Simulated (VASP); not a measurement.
# MgO (P3m1) in VASP: notebook

The runs below take MgO through single point, with LDA.

All numbers are computed with VASP 6.6.1; they aren't measurements. Logs are shortened: lines on timing, memory, paths and dates and some standing lists are left out, and cuts for length are marked.

## (1) The cell of the first run

The structure is trigonal, space group P3m1 (No. 156). The conventional cell has a = 3.020 Å, b = 3.020 Å, c = 15.293 Å, α = 90.00°, β = 90.00°, γ = 120.00°. Within 2.8 Å of Mg (site symmetry 3m) lie 6 O at 2.14 to 2.46 Å. Mg (site symmetry 3m) has 6 O at 2.14 Å within 2.8 Å. Mg (site symmetry 3m) has 6 O at 2.14 Å within 2.8 Å. Within 2.8 Å of Mg (site symmetry 3m) lie 6 O at 2.14 Å. Within 2.8 Å of Mg (site symmetry 3m) lie 6 O at 2.14 Å. Mg (site symmetry 3m) has 6 O at 2.14 Å within 2.8 Å. O (site symmetry 3m) has 6 Mg at 2.14 Å within 2.8 Å. Within 2.8 Å of O (site symmetry 3m) lie 6 Mg at 2.14 Å.

## (2) Single point, LDA (the distance across one plane changed)

INCAR reads:

```
PREC = Accurate ; ENCUT = 840
EDIFF = 1E-6 ; ISMEAR = 0
SIGMA = 0.05 ; LREAL = F
LASPH = T ; NELM = 120
ALGO = Normal ; ISIF = 2
LWAVE = F ; LCHARG = F
NBANDS = 60 ; GGA_COMPAT = F
```

KPOINTS reads:

```
regular mesh
0
Gamma
  9 9 2
```

POSCAR reads:

```
MgO
1.0
    2.1351500000     -2.1351500000      0.0000000000
    2.1351500000      0.0000000000     -2.1351500000
    8.8292751346      8.8292751346      8.8292751346
Mg O
6 6
Direct
    0.6666666667      0.6666666667      0.0403043656
    0.0000000000      0.0000000000      0.8463916784
    0.3333333333      0.3333333333      0.2015218282
    0.6666666667      0.6666666667      0.5239567533
    0.0000000000      0.0000000000      0.3627392907
    0.3333333333      0.3333333333      0.6851742158
    0.6666666667      0.6666666667      0.2821305595
    0.0000000000      0.0000000000      0.1209130969
    0.3333333333      0.3333333333      0.4433480220
    0.6666666667      0.6666666667      0.7657829471
    1.0000000000      1.0000000000      0.6045654846
    0.3333333333      0.3333333333      0.9270004096
```

Potentials or basis: VASP PAW LDA potentials, release 64 (Mg_sv, O).

Run with:

```
$ cat potpaw_LDA.64/Mg_sv/POTCAR potpaw_LDA.64/O/POTCAR > POTCAR
$ mpirun -np 1 vasp_std > vasp.out
```

OUTCAR:

```text
PREC = Accurate
   ENCUT = 840
   EDIFF = 1E-6
   ISMEAR = 0
   LREAL = F
   LASPH = T
   NELM = 120
   ISIF = 2

 ion  position               nearest neighbor table
   1  0.667  0.667  0.040-
   2  0.000  0.000  0.846-
   3  0.333  0.333  0.202-
   4  0.667  0.667  0.524-
   5  0.000  0.000  0.363-
   6  0.333  0.333  0.685-
   7  0.667  0.667  0.282-
   8  0.000  0.000  0.121-
   9  0.333  0.333  0.443-
  10  0.667  0.667  0.766-
  11  0.000  0.000  0.605-
  12  0.333  0.333  0.927-

  LATTYP: Found a hexagonal cell.
 ALAT       =     3.0195580877
 C/A-ratio  =     5.0645666296

  Lattice vectors:

 A1 = (  -2.1351500000,   0.0000000000,   2.1351500000)
 A2 = (   2.1351500000,  -2.1351500000,   0.0000000000)
 A3 = (   8.8292751346,   8.8292751346,   8.8292751346)

Analysis of symmetry for initial positions (statically):
=====================================================================
 Subroutine PRICEL returns:
 Original cell was already a primitive cell.

 Routine SETGRP: Setting up the symmetry group for a
 hexagonal supercell.

 Subroutine GETGRP returns: Found  6 space group operations
 (whereof  6 operations were pure point group operations)
 out of a pool of 24 trial point group operations.

The static configuration has the point symmetry C_3v.

Analysis of symmetry for dynamics (positions and initial velocities):
=====================================================================
 Subroutine PRICEL returns:
 Original cell was already a primitive cell.

 Routine SETGRP: Setting up the symmetry group for a
 hexagonal supercell.

 Subroutine GETGRP returns: Found  6 space group operations
 (whereof  6 operations were pure point group operations)
 out of a pool of 24 trial point group operations.

The dynamic configuration has the point symmetry C_3v.

 Subroutine INISYM returns: Found  6 space group operations
 (whereof  6 operations are pure point group operations),
 and found     1 'primitive' translations

----------------------------------------------------------------------------------------

                                     Primitive cell

  volume of cell :     120.7544

  direct lattice vectors                    reciprocal lattice vectors
     2.135150000 -2.135150000  0.000000000     0.156117057 -0.312234113  0.156117057
     2.135150000  0.000000000 -2.135150000     0.156117057  0.156117057 -0.312234113
     8.829275135  8.829275135  8.829275135     0.037753194  0.037753194  0.037753194

  length of vectors
     3.019558088  3.019558088 15.292753127     0.382407129  0.382407129  0.065390449

  position of ions in fractional coordinates (direct lattice)
     0.666666667  0.666666667  0.040304366
     0.000000000  0.000000000  0.846391678
     0.333333333  0.333333333  0.201521828
     0.666666667  0.666666667  0.523956753
     0.000000000  0.000000000  0.362739291
     0.333333333  0.333333333  0.685174216
     0.666666667  0.666666667  0.282130559
     0.000000000  0.000000000  0.120913097
     0.333333333  0.333333333  0.443348022
     0.666666667  0.666666667  0.765782947
     0.000000000  0.000000000  0.604565485
     0.333333333  0.333333333  0.927000410

  ion indices of the primitive-cell ions
   primitive index   ion index
                 1           1
                 2           2
                 3           3
                 4           4
                 5           5
                 6           6
                 7           7
                 8           8
                 9           9
                10          10
                11          11
                12          12

----------------------------------------------------------------------------------------

 KPOINTS: regular mesh

Automatic generation of k-mesh.
 Grid dimensions read from file:
 generate k-points for:    9    9    2

 Generating k-lattice:

  Cartesian coordinates                     Fractional coordinates (reciprocal lattice)
     0.017346340 -0.034692679  0.017346340     0.111111111  0.000000000  0.000000000
     0.017346340  0.017346340 -0.034692679     0.000000000  0.111111111  0.000000000
     0.018876597  0.018876597  0.018876597     0.000000000  0.000000000  0.500000000

  Length of vectors
     0.042489681  0.042489681  0.032695225

  Shift w.r.t. Gamma in fractional coordinates (k-lattice)
     0.000000000  0.000000000  0.000000000

 Subroutine IBZKPT returns following result:
 ===========================================

 Found     24 irreducible k-points:

 Following reciprocal coordinates:
            Coordinates               Weight
  0.000000  0.000000  0.000000      1.000000
  0.111111  0.000000  0.000000      6.000000
  0.222222  0.000000  0.000000      6.000000
  0.333333  0.000000  0.000000      6.000000
  0.444444  0.000000  0.000000      6.000000
  0.222222  0.111111  0.000000      6.000000
[... 16 lines left out ...]
 -0.444444  0.222222  0.500000     12.000000
 -0.333333  0.333333  0.500000      2.000000
   k-points           NKPTS =     24   k-points in BZ     NKDIM =     24   number of bands    NBANDS=     60
   number of dos      NEDOS =    301   number of ions     NIONS =     12
   total plane-waves  NPLWV = 135000
   dimension x,y,z NGX =    30 NGY =   30 NGZ =  150
   dimension x,y,z NGXF=    60 NGYF=   60 NGZF=  300
   ions per type =               6   6
   NGX,Y,Z   is equivalent  to a cutoff of  16.52, 16.52, 16.31 a.u.
   NGXF,Y,Z  is equivalent  to a cutoff of  33.03, 33.03, 32.61 a.u.
 SYSTEM =  unknown system
   PREC   = accura    normal or accurate (medium, high low for compatibility)
   ISTART =      0    job   : 0-new  1-cont  2-samecut
   ICHARG =      2    charge: 1-file 2-atom 10-const
   ISPIN  =      1    spin polarized calculation?
   LNONCOLLINEAR =      F non collinear calculations
   LSORBIT =      F    spin-orbit coupling
   LASPH  =      T    aspherical Exc in radial PAW
   ENCUT  =  840.0 eV  61.74 Ry    7.86 a.u.   7.14  7.14 36.14*2*pi/ulx,y,z
   NELM   =    120;   NELMIN=  2; NELMDL= -5     # of ELM steps
   EDIFF  = 0.1E-05   stopping-criterion for ELM
   LREAL  =      F    real-space projection
   EDIFFG = 0.1E-04   stopping-criterion for IOM
   NSW    =      0    number of steps for IOM
   IBRION =     -1    ionic relax: 0-MD 1-quasi-New 2-CG
   NFREE  =      0    steps in history (QN), initial steepest desc. (CG)
   ISIF   =      2    stress and relaxation
   ISYM   =      2    0-nonsym 1-usesym 2-fastsym
   POTIM  = 0.5000    time-step for ionic-motion
   TEBEG  =    0.0;   TEEND  =   0.0 temperature during run
   PSTRESS=    0.0 pullay stress
   NELECT =      96.0000    total number of electrons
   NUPDOWN=      -1.0000    fix difference up-down
   EMIN   =  10.00;   EMAX   =-10.00  energy-range for DOS
   EFERMI =   0.00;   METHOD = LEGACY
   ISMEAR =     0;   SIGMA  =   0.05  broadening in eV -4-tet -1-fermi 0-gaus
   EFERMI_NEDOS =   21; number of points for ismear=-14 and -15
   IALGO  =     38    algorithm
   IMIX   =      4    mixing-type and parameters
     AMIX     =   0.40;   BMIX     =  1.00
     AMIX_MAG =   1.60;   BMIX_MAG =  1.00
  volume/ion in A,a.u.               =      10.06        67.91
  Fermi-wavevector in a.u.,A,eV,Ry     =   1.516576  2.865913 31.293442  2.300003
  Thomas-Fermi vector in A             =   2.625947
   LORBIT       =      0    0 simple, 1 ext, 2 COOP (PROOUT), +10 PAW based schemes
   GGA     = CA    functional components
   LHFCALC =     F    Hartree Fock is set to
   AEXX    =    0.0000 exact exchange contribution
   IVDW    =     0    specifies the selected vdW correction
   LEPSILON=     F    determine dielectric tensor
   LRPA    =     F    only Hartree local field effects (RPA)
 non-spin polarized calculation
 Gauss-broadening in eV      SIGMA  =   0.05
  energy-cutoff  :      840.00
  volume of cell :      120.75
 maximum number of plane-waves:      6723
 NGX is ok and might be reduce to    30
   NGX = 15   NGY = 15   NGZ = 73

 number of electron      95.9999962 magnetization

 Free energy of the ion-electron system (eV)
  ---------------------------------------------------
  ext. energy  EPLUGINS =         0.00000000
  ---------------------------------------------------
  free energy    TOTEN  =       -77.95907397 eV

  energy without entropy =      -77.95907397  energy(sigma->0) =      -77.95907397

 E-fermi :   4.0950     XC(G=0): -11.5482

 val. band max:        3.7232812924   @ k =   0.0000   0.0000   0.0000
 cond. band min:       5.4926464680   @ k =   0.0000   0.0000   0.0000
 fundamental gap:      1.7693651755
 Fermi energy:         4.0949844240

 k-point     1 :       0.0000    0.0000    0.0000
  band No.  band energies     occupation
      1     -70.5832      2.00000
      2     -70.4797      2.00000
      3     -69.9460      2.00000
      4     -69.4127      2.00000
      5     -68.8774      2.00000
      6     -68.1758      2.00000
[... 52 lines left out ...]
     59      15.2806      0.00000
     60      16.4809      0.00000

 k-point     2 :       0.1111    0.0000    0.0000
  band No.  band energies     occupation
      1     -70.5827      2.00000
      2     -70.4791      2.00000
      3     -69.9454      2.00000
      4     -69.4121      2.00000
      5     -68.8768      2.00000
      6     -68.1752      2.00000
[... 52 lines left out ...]
     59      14.6418      0.00000
     60      15.6969      0.00000

 k-point     3 :       0.2222    0.0000    0.0000
  band No.  band energies     occupation
      1     -70.5813      2.00000
      2     -70.4776      2.00000
      3     -69.9439      2.00000
      4     -69.4106      2.00000
      5     -68.8753      2.00000
      6     -68.1737      2.00000
[... 1312 lines left out ...]
     59      13.2785      0.00000
     60      13.5561      0.00000

 k-point    24 :      -0.3333    0.3333    0.5000
  band No.  band energies     occupation
      1     -70.5779      2.00000
      2     -70.4741      2.00000
      3     -69.9403      2.00000
      4     -69.4070      2.00000
      5     -68.8717      2.00000
      6     -68.1701      2.00000
[... 52 lines left out ...]
     59      13.3364      0.00000
     60      13.4731      0.00000

------------------------ aborting loop because EDIFF is reached ----------------------------------------

  FORCE on cell =-STRESS in cart. coord.  units (eV):
  Direction    XX          YY          ZZ          XY          YZ          ZX
  --------------------------------------------------------------------------------------
  -------------------------------------------------------------------------------------
  Total       -9.9706255     -9.9706255     -9.9706255     -2.4559184     -2.4559184     -2.4559184
  in kB     -132.2908782   -132.2908782   -132.2908782    -32.5852783    -32.5852783    -32.5852783
  external PRESSURE =    -132.2908782 kB  Pullay stress =       0.0000000 kB

 VOLUME and BASIS-vectors are now :
 -----------------------------------------------------------------------------
  energy-cutoff  :      840.00
  volume of cell :      120.75
      direct lattice vectors                 reciprocal lattice vectors
     2.135150000 -2.135150000  0.000000000     0.156117057 -0.312234113  0.156117057
     2.135150000  0.000000000 -2.135150000     0.156117057  0.156117057 -0.312234113
     8.829275135  8.829275135  8.829275135     0.037753194  0.037753194  0.037753194

 POSITION                                       TOTAL-FORCE (eV/Angst)
 -----------------------------------------------------------------------------------
      3.20272     -1.06758     -1.06758        -1.593915     -1.593915     -1.593915
      7.47303      7.47303      7.47303         0.739880      0.739880      0.739880
      3.20272      1.06758      1.06758         0.246209      0.246209      0.246209
      7.47303      3.20273      3.20273         0.249102      0.249102      0.249102
      3.20272      3.20272      3.20272         0.250716      0.250716      0.250716
      7.47302      5.33787      5.33787         0.250207      0.250207      0.250207
      5.33788      1.06758      1.06758        -0.248750     -0.248750     -0.248750
      1.06757      1.06757      1.06757        -0.251921     -0.251921     -0.251921
      5.33787      3.20273      3.20273        -0.249549     -0.249549     -0.249549
      9.60818      5.33787      5.33787        -0.252901     -0.252901     -0.252901
      5.33788      5.33788      5.33788        -0.250565     -0.250565     -0.250565
      9.60817      7.47302      7.47302         1.111487      1.111487      1.111487
 -----------------------------------------------------------------------------------
    total drift:                               -0.000991     -0.000991     -0.000991

  FREE ENERGIE OF THE ION-ELECTRON SYSTEM (eV)
  ---------------------------------------------------
  free  energy   TOTEN  =       -77.9590739668 eV

  energy  without entropy=      -77.9590739668  energy(sigma->0) =      -77.95907397
```

It took 6.9 min on 1 thread of Intel Xeon Platinum 8375C at 2.90GHz (Ice Lake), shared host; peak memory 0.43 GiB.

What came out:

```yaml
Free_energy: -77.9591 eV
Pressure: -13.2 GPa
Largest_force: 2.761 eV/Å
Band_gap_on_the_k_mesh: 1.77 eV
```

Forces on the atoms (eV/Å):
```
Mg  -1.594 -1.594 -1.594
Mg   0.740  0.740  0.740
Mg   0.246  0.246  0.246
Mg   0.249  0.249  0.249
Mg   0.251  0.251  0.251
Mg   0.250  0.250  0.250
O   -0.249 -0.249 -0.249
O   -0.252 -0.252 -0.252
O   -0.250 -0.250 -0.250
O   -0.253 -0.253 -0.253
O   -0.251 -0.251 -0.251
O    1.111  1.111  1.111
```

Caveat: the cell differs from its parent crystal (the distance across one plane changed); the cell stands under tension; forces of over 1 eV/Å act on the atoms, so gaps and moduli don't describe the material at rest.

## (3) Single point, LDA (the distance across one plane changed)

INCAR reads:

```
SYSTEM = MgO
  PREC = Accurate
  ENCUT = 840
  EDIFF = 1E-6
  ISMEAR = 0
  SIGMA = 0.05
  LREAL = .FALSE.
  LASPH = .TRUE.
  NELM = 120
  ALGO = Normal
  ISIF = 2
  LWAVE = .FALSE.
  LCHARG = .FALSE.
  NBANDS = 60
  GGA_COMPAT = .FALSE.
```

KPOINTS reads:

```
Automatic mesh
0
G
  9 9 2
  0 0 0
```

POSCAR reads:

```
MgO
1.0
    2.1351500000     -2.1351500000      0.0000000000
    2.1351500000      0.0000000000     -2.1351500000
    9.6953005384      9.6953005384      9.6953005384
Mg O
6 6
Direct
    0.6666666667      0.6666666667      0.0367042086
    0.0000000000      0.0000000000      0.7707883805
    0.3333333333      0.3333333333      0.1835210430
    0.6666666667      0.6666666667      0.4771547117
    0.0000000000      0.0000000000      0.3303378773
    0.3333333333      0.3333333333      0.6239715461
    0.6666666667      0.6666666667      0.2569294602
    0.0000000000      0.0000000000      0.1101126258
    0.3333333333      0.3333333333      0.4037462945
    0.6666666667      0.6666666667      0.6973799633
    1.0000000000      1.0000000000      0.5505631289
    0.3333333333      0.3333333333      0.8441967976
```

Potentials or basis: VASP PAW LDA potentials, release 64 (Mg_sv, O).

Run with:

```
$ cat potpaw_LDA.64/Mg_sv/POTCAR potpaw_LDA.64/O/POTCAR > POTCAR
$ mpirun -np 1 vasp_std > vasp.out
```

Run time: 8.7 min. Hardware: 1 thread of Intel Xeon Platinum 8375C at 2.90GHz (Ice Lake), shared host; peak memory 0.45 GiB.

The run converged. Its results:

```
Free energy            : -73.9602 eV
Pressure               : -9.9 GPa
Largest force          : 1.522 eV/Å
Band gap on the k mesh : zero (bands 48 and 49 overlap by 0.30 eV)
```

Forces in eV/Å, atoms in the order of the input:
```
Mg  -0.338 -0.338 -0.338
Mg   0.879  0.879  0.879
Mg   0.429  0.429  0.429
Mg   0.362  0.362  0.362
Mg   0.368  0.368  0.368
Mg   0.356  0.356  0.356
O   -0.362 -0.362 -0.362
O   -0.212 -0.212 -0.212
O   -0.362 -0.362 -0.362
O   -0.405 -0.405 -0.405
O   -0.363 -0.363 -0.363
O   -0.352 -0.352 -0.352
```

Stress tensor (GPa, compression positive):
```
-9.88 -1.99 -1.99
-1.99 -9.88 -1.99
-1.99 -1.99 -9.88
```

Levels at points of the mesh, in eV from the Fermi level:
| k point | band 46 | band 47 | band 48 | band 49 | band 50 | band 51 |
| --- | --- | --- | --- | --- | --- | --- |
| (0.00, 0.00, 0.00) | -1.22 | -0.72 | 0.33 | 0.33 | 2.01 | 2.95 |
| (0.00, 0.00, 0.50) | -1.22 | -0.63 | 0.33 | 0.33 | 1.91 | 3.13 |

Caveat: the cell differs from its parent crystal (the distance across one plane changed); the cell stands under tension; semilocal functionals underestimate gaps, and a narrow one can read as zero; forces of over 1 eV/Å act on the atoms, so gaps and moduli don't describe the material at rest.

The gap in the log of VASP goes by the Fermi energy; the results here count the filled bands.